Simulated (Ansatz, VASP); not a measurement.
**Si in VASP and in Ansatz**

```
CELL_PARAMETERS angstrom
-3.13556 3.13556 3.53753
3.13556 -3.13556 3.53753
3.13556 3.13556 -3.53753
ATOMIC_POSITIONS crystal
Si 0.20479 0.20479 0.20479
Si 0.50000 0.00000 0.29521
Si 0.29521 0.50000 0.00000
Si 0.00000 0.29521 0.50000
Si 0.79521 0.79521 0.79521
Si 0.50000 0.00000 0.70479
Si 0.70479 0.50000 0.00000
Si 0.00000 0.70479 0.50000
```

Alike in both runs: task single point; functional PBEsol; k mesh 10 × 10 × 10; occupations gaussian, width 0.15 eV; no spin polarisation.

|  | VASP | Ansatz |
| --- | --- | --- |
| version | VASP 6.6.1 | Ansatz 0.2.0 |
| potentials or method | VASP PAW PBE potentials, release 64 (Si), cutoff 520 eV | scalar-relativistic, plane waves, PAW |
| valence electrons in the cell | 32 | 32 |

|  | VASP | Ansatz | Ansatz less VASP |
| --- | --- | --- | --- |
| gap on the k mesh at the Fermi level (eV) | none | none | - |
| pressure (GPa) | 4.2 | 4.1 | -0.13 |
| traceless stress, the component that is largest in VASP (GPa) | -12.38 | -12.36 | +0.019 |
| rms of the force components (eV/Å) | 0.554 | 0.549 | -0.0052 |

VASP's potentials were made for PBE, not for PBEsol, and Ansatz warns of the same on its side. Atom by atom the forces differ by 0.007 eV/Å (rms over components). A gap of «none» marks a metal or a gap that the smearing closes.
